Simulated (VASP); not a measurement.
# Co (P6/mmm) in VASP: relaxation of cell and atoms with BLYP

Aim: the relaxation of cell and atoms of Co with BLYP.

Program: VASP 6.6.1. These are calculated values, not measurements. Logs are shortened: lines on timing, memory, paths and dates and some standing lists are left out, and cuts for length are marked.

### Step 1. The cell of the first run

It takes space group P6/mmm (No. 191, hexagonal). Conventional cell: a = 3.970 Å, b = 3.970 Å, c = 2.434 Å, α = 90.00°, β = 90.00°, γ = 120.00°. Within 3.2 Å of Co (site symmetry 6/mmm) lie 14 Co at 2.43 to 2.60 Å. Co (site symmetry -6m2) has 11 Co at 2.29 to 2.60 Å within 3.0 Å.

This isn't the form of Co at room conditions, which is hcp.

### Step 2. Relaxation of cell and atoms, BLYP, collinear spin, ferromagnetic start

Input file INCAR:

```
SYSTEM = Co
PREC     = Accurate       ! precision mode
ENCUT    = 600            ! plane-wave cutoff, eV
EDIFF    = 1E-7           ! SCF threshold, eV
ISMEAR   = -1             ! smearing method
SIGMA    = 0.05           ! smearing width, eV
LREAL    = .False.        ! projectors in reciprocal space
LASPH    = .True.         ! aspherical terms in the spheres
NELM     = 200            ! most SCF steps
ALGO     = Normal         ! electronic algorithm
ISIF     = 3              ! what is computed and relaxed
LWAVE    = .False.        ! write WAVECAR
LCHARG   = .False.        ! write CHGCAR
ISPIN    = 2              ! spin polarisation
MAGMOM   = 1.7 1.7 1.7    ! initial moments
LORBIT   = 11             ! projections on sites
LMAXMIX  = 4              ! l up to which the mixer works
GGA      = B5             ! functional
ALDAX    = 1.0          
AGGAX    = 1.0          
AGGAC    = 1.0          
ALDAC    = 0.0          
IBRION   = 2              ! ionic algorithm
NSW      = 80             ! ionic steps
EDIFFG   = -0.01          ! ionic threshold
GGA_COMPAT= .False.      
NELMIN   = 4
```

Input file KPOINTS:

```
Automatic mesh
0
Gamma
  9 9 13
  0 0 0
```

Input file POSCAR:

```
Co
1.0
    3.9701439143      0.0000000000      0.0000000000
   -1.9850719572      3.4382454865      0.0000000000
    0.0000000000      0.0000000000      2.4336982195
Co
3
Direct
    0.0000000000      0.0000000000      0.0000000000
    0.3333333333      0.6666666667      0.5000000000
    0.6666666667      0.3333333333      0.5000000000
```

Potentials or basis: VASP PAW PBE potentials, release 64 (Co).

Launch:

```console
$ cat potpaw_PBE.64/Co/POTCAR > POTCAR
$ mpirun -np 1 vasp_std > vasp.out
```

OUTCAR:

```text
SYSTEM = Co
   PREC = Accurate
   ENCUT = 600
   EDIFF = 1E-7
   ISMEAR = -1
   LREAL = .False.
   LASPH = .True.
   NELM = 200
   ISIF = 3
   ISPIN = 2
   LORBIT = 11
   GGA = B5
   IBRION = 2
   NSW = 80
   EDIFFG = -0.01
   NELMIN = 4

 ion  position               nearest neighbor table
   1  0.000  0.000  0.000-   2 2.60   3 2.60   2 2.60   3 2.60   3 2.60   3 2.60   2 2.60   2 2.60
                             3 2.60   3 2.60   2 2.60   2 2.60
   2  0.333  0.667  0.500-   3 2.29   3 2.29   3 2.29   1 2.60   1 2.60   1 2.60   1 2.60   1 2.60
                             1 2.60
   3  0.667  0.333  0.500-   2 2.29   2 2.29   2 2.29   1 2.60   1 2.60   1 2.60   1 2.60   1 2.60
                             1 2.60

  LATTYP: Found a hexagonal cell.
 ALAT       =     3.9701439143
 C/A-ratio  =     0.6130000000

  Lattice vectors:

 A1 = (   3.9701439143,   0.0000000000,   0.0000000000)
 A2 = (  -1.9850719572,   3.4382454865,   0.0000000000)
 A3 = (   0.0000000000,   0.0000000000,   2.4336982195)

Analysis of symmetry for initial positions (statically):
=====================================================================
 Subroutine PRICEL returns:
 Original cell was already a primitive cell.

 Routine SETGRP: Setting up the symmetry group for a
 hexagonal supercell.

 Subroutine GETGRP returns: Found 24 space group operations
 (whereof 24 operations were pure point group operations)
 out of a pool of 24 trial point group operations.

The static configuration has the point symmetry D_6h.

Analysis of symmetry for dynamics (positions and initial velocities):
=====================================================================
 Subroutine PRICEL returns:
 Original cell was already a primitive cell.

 Routine SETGRP: Setting up the symmetry group for a
 hexagonal supercell.

 Subroutine GETGRP returns: Found 24 space group operations
 (whereof 24 operations were pure point group operations)
 out of a pool of 24 trial point group operations.

The dynamic configuration has the point symmetry D_6h.

Analysis of structural, dynamic, and magnetic symmetry:
=====================================================================
 Subroutine PRICEL returns:
 Original cell was already a primitive cell.

 Routine SETGRP: Setting up the symmetry group for a
 hexagonal supercell.

 Subroutine GETGRP returns: Found 24 space group operations
 (whereof 24 operations were pure point group operations)
 out of a pool of 24 trial point group operations.

The overall configuration has the point symmetry D_6h.

 Subroutine INISYM returns: Found 24 space group operations
 (whereof 24 operations are pure point group operations),
 and found     1 'primitive' translations

----------------------------------------------------------------------------------------

                                     Primitive cell

  volume of cell :      33.2208

  direct lattice vectors                    reciprocal lattice vectors
     3.970143914  0.000000000  0.000000000     0.251880038  0.145423008  0.000000000
    -1.985071957  3.438245487  0.000000000     0.000000000  0.290846015  0.000000000
     0.000000000  0.000000000  2.433698220     0.000000000  0.000000000  0.410897289

  length of vectors
     3.970143914  3.970143914  2.433698220     0.290846015  0.290846015  0.410897289

  position of ions in fractional coordinates (direct lattice)
     0.000000000  0.000000000  0.000000000
     0.333333333  0.666666667  0.500000000
     0.666666667  0.333333333  0.500000000

  ion indices of the primitive-cell ions
   primitive index   ion index
                 1           1
                 2           2
                 3           3

----------------------------------------------------------------------------------------

 KPOINTS: Automatic mesh

Automatic generation of k-mesh.
 Grid dimensions read from file:
 generate k-points for:    9    9   13

 Generating k-lattice:

  Cartesian coordinates                     Fractional coordinates (reciprocal lattice)
     0.027986671  0.016158112  0.000000000     0.111111111 -0.000000000  0.000000000
     0.000000000  0.032316224  0.000000000     0.000000000  0.111111111  0.000000000
     0.000000000  0.000000000  0.031607484     0.000000000  0.000000000  0.076923077

  Length of vectors
     0.032316224  0.032316224  0.031607484

  Shift w.r.t. Gamma in fractional coordinates (k-lattice)
     0.000000000  0.000000000  0.000000000

 Subroutine IBZKPT returns following result:
 ===========================================

 Found     84 irreducible k-points:

 Following reciprocal coordinates:
            Coordinates               Weight
  0.000000  0.000000  0.000000      1.000000
  0.111111 -0.000000  0.000000      6.000000
  0.222222 -0.000000  0.000000      6.000000
  0.333333 -0.000000  0.000000      6.000000
  0.444444 -0.000000  0.000000      6.000000
  0.111111  0.111111  0.000000      6.000000
[... 16 lines left out ...]
  0.333333  0.222222  0.076923     24.000000
  0.333333  0.333333  0.076923      4.000000
 [... further k-points ...]
   k-points           NKPTS =     84   k-points in BZ     NKDIM =     84   number of bands    NBANDS=     20
   number of dos      NEDOS =    301   number of ions     NIONS =      3
   total plane-waves  NPLWV =  20480
   dimension x,y,z NGX =    32 NGY =   32 NGZ =   20
   dimension x,y,z NGXF=    64 NGYF=   64 NGZF=   40
   ions per type =               3
   NGX,Y,Z   is equivalent  to a cutoff of  13.40, 13.40, 13.66 a.u.
   NGXF,Y,Z  is equivalent  to a cutoff of  26.80, 26.80, 27.32 a.u.
 SYSTEM =  Co
   PREC   = accura    normal or accurate (medium, high low for compatibility)
   ISTART =      0    job   : 0-new  1-cont  2-samecut
   ICHARG =      2    charge: 1-file 2-atom 10-const
   ISPIN  =      2    spin polarized calculation?
   LNONCOLLINEAR =      F non collinear calculations
   LSORBIT =      F    spin-orbit coupling
   LASPH  =      T    aspherical Exc in radial PAW
   ENCUT  =  600.0 eV  44.10 Ry    6.64 a.u.   7.93  7.93  4.86*2*pi/ulx,y,z
   NELM   =    200;   NELMIN=  4; NELMDL= -5     # of ELM steps
   EDIFF  = 0.1E-06   stopping-criterion for ELM
   LREAL  =      F    real-space projection
   EDIFFG = -.1E-01   stopping-criterion for IOM
   NSW    =     80    number of steps for IOM
   IBRION =      2    ionic relax: 0-MD 1-quasi-New 2-CG
   NFREE  =      1    steps in history (QN), initial steepest desc. (CG)
   ISIF   =      3    stress and relaxation
   ISYM   =      2    0-nonsym 1-usesym 2-fastsym
   POTIM  = 0.5000    time-step for ionic-motion
   TEBEG  =    0.0;   TEEND  =   0.0 temperature during run
   PSTRESS=    0.0 pullay stress
   NELECT =      27.0000    total number of electrons
   NUPDOWN=      -1.0000    fix difference up-down
   EMIN   =  10.00;   EMAX   =-10.00  energy-range for DOS
   EFERMI =   0.00;   METHOD = LEGACY
   ISMEAR =    -1;   SIGMA  =   0.05  broadening in eV -4-tet -1-fermi 0-gaus
   EFERMI_NEDOS =   21; number of points for ismear=-14 and -15
   IALGO  =     38    algorithm
   IMIX   =      4    mixing-type and parameters
     AMIX     =   0.40;   BMIX     =  1.00
     AMIX_MAG =   1.60;   BMIX_MAG =  1.00
  volume/ion in A,a.u.               =      11.07        74.73
  Fermi-wavevector in a.u.,A,eV,Ry     =   1.527775  2.887077 31.757320  2.334097
  Thomas-Fermi vector in A             =   2.635625
   LORBIT       =     11    0 simple, 1 ext, 2 COOP (PROOUT), +10 PAW based schemes
   GGA     = B5    functional components
   LHFCALC =     F    Hartree Fock is set to
   AEXX    =    0.0000 exact exchange contribution
   IVDW    =     0    specifies the selected vdW correction
   LEPSILON=     F    determine dielectric tensor
   LRPA    =     F    only Hartree local field effects (RPA)
 conjugate gradient relaxation of ions
 spin polarized calculation
  energy-cutoff  :      600.00
  volume of cell :       33.22
 maximum number of plane-waves:      1128
 NGX is ok and might be reduce to    32
   NGX = 15   NGY = 15   NGZ =  9

--------------------------------------- Ionic step        1  -------------------------------------------

 number of electron      27.0000007 magnetization       4.9088920

 Free energy of the ion-electron system (eV)
  ---------------------------------------------------
  ext. energy  EPLUGINS =         0.00000000
  ---------------------------------------------------
  free energy    TOTEN  =       -17.96796131 eV

  energy without entropy =      -17.95125680  energy(sigma->0) =      -17.95960906

 E-fermi :  10.5408     XC(G=0): -12.6772

 val. band max:       10.5245146689   @ k =   0.4444  -0.0000   0.4615
 cond. band min:      10.5464648285   @ k =   0.3333   0.3333   0.4615
 fundamental gap:      0.0219501596
 Fermi energy:        10.5408381879

 spin component 1

 k-point     1 :       0.0000    0.0000    0.0000
  band No.  band energies     occupation
      1       1.8081      1.00000
      2       5.9162      1.00000
      3       7.1738      1.00000
      4       7.1738      1.00000
      5       7.2179      1.00000
      6       7.2179      1.00000
[... 1281 lines left out ...]
  energy  without entropy=      -17.9875132204  energy(sigma->0) =      -17.99551682

--------------------------------------- Ionic step        6  -------------------------------------------

 number of electron      26.9999995 magnetization       4.9675791

 Free energy of the ion-electron system (eV)
  ---------------------------------------------------
  ext. energy  EPLUGINS =         0.00000000
  ---------------------------------------------------
  free energy    TOTEN  =       -18.00352715 eV

  energy without entropy =      -17.98754241  energy(sigma->0) =      -17.99553478

 E-fermi :   9.9675     XC(G=0): -12.4463

 val. band max:        9.9631071041   @ k =   0.4444   0.1111   0.2308
 cond. band min:       9.9719673943   @ k =   0.3333  -0.0000   0.0000
 fundamental gap:      0.0088602903
 Fermi energy:         9.9675254101

 spin component 1

 k-point     1 :       0.0000    0.0000    0.0000
  band No.  band energies     occupation
      1       1.4775      1.00000
      2       5.5307      1.00000
      3       6.7152      1.00000
      4       6.7152      1.00000
      5       6.7632      1.00000
      6       6.7632      1.00000
[... 1129 lines left out ...]
  FREE ENERGIE OF THE ION-ELECTRON SYSTEM (eV)
  ---------------------------------------------------
  free  energy   TOTEN  =       -18.0035271506 eV

  energy  without entropy=      -17.9875424093  energy(sigma->0) =      -17.99553478

 reached required accuracy - stopping structural energy minimisation

 total charge

# of ion       s       p       d       tot
------------------------------------------
    1        0.443   0.437   7.273   8.153
    2        0.478   0.467   7.295   8.240
    3        0.478   0.467   7.295   8.240
--------------------------------------------------
tot          1.399   1.371  21.863  24.634

 magnetization (x)

# of ion       s       p       d       tot
------------------------------------------
    1       -0.008  -0.045   1.691   1.639
    2       -0.010  -0.041   1.746   1.695
    3       -0.010  -0.041   1.746   1.695
--------------------------------------------------
tot         -0.027  -0.126   5.183   5.029
```

It took 12 min on 1 thread of Intel Xeon 8259CL, shared host; peak memory 0.24 GiB.

What came out:

- Free energy: -18.0035 eV
- Relaxed volume: 11.54 Å³/atom
- Relaxed cell: a = 4.015 Å, b = 4.015 Å, c = 2.478 Å, α = 90.00°, β = 90.00°, γ = 120.00°
- Space group after relaxing (to 0.1 Å): P6/mmm (No. 191)
- Energy gained by relaxing: 11.9 meV/atom
- Ionic steps: 6
- Pressure after relaxing: 0.1 GPa
- Band gap on the k mesh: zero (filled and empty bands overlap)
- Net moment: 4.97 μB per cell
- Site moments: Co +1.64, +1.70 (each value once) μB
- Valence electrons inside the program's atomic spheres: Co 8.15, 8.24 (each value once)

The path:
```csv
step,energy change (eV),largest force (eV/Å),pressure (GPa),volume (Å³)
1,0.0000,0.0000,8.25,33.22
2,-0.0054,0.0000,-6.62,36.04
3,-0.0353,0.0000,-0.10,34.64
4,-0.0353,0.0000,0.05,34.61
5,-0.0356,0.0000,0.10,34.61
6,-0.0356,0.0000,0.11,34.61
```

Final structure:
```cif
data_structure
_symmetry_space_group_name_H-M 'P 1'
_symmetry_Int_Tables_number 1
_cell_length_a 4.0153
_cell_length_b 4.0153
_cell_length_c 2.4784
_cell_angle_alpha 90.000
_cell_angle_beta 90.000
_cell_angle_gamma 120.000
_cell_volume 34.61
loop_
_atom_site_label
_atom_site_type_symbol
_atom_site_fract_x
_atom_site_fract_y
_atom_site_fract_z
_atom_site_occupancy
Co1 Co 0.00000 0.00000 0.00000 1
Co2 Co 0.33333 0.66667 0.50000 1
Co3 Co 0.66667 0.33333 0.50000 1
```

Caveat: the PAW data sets were made with another functional, which shifts forces and pressure a little.
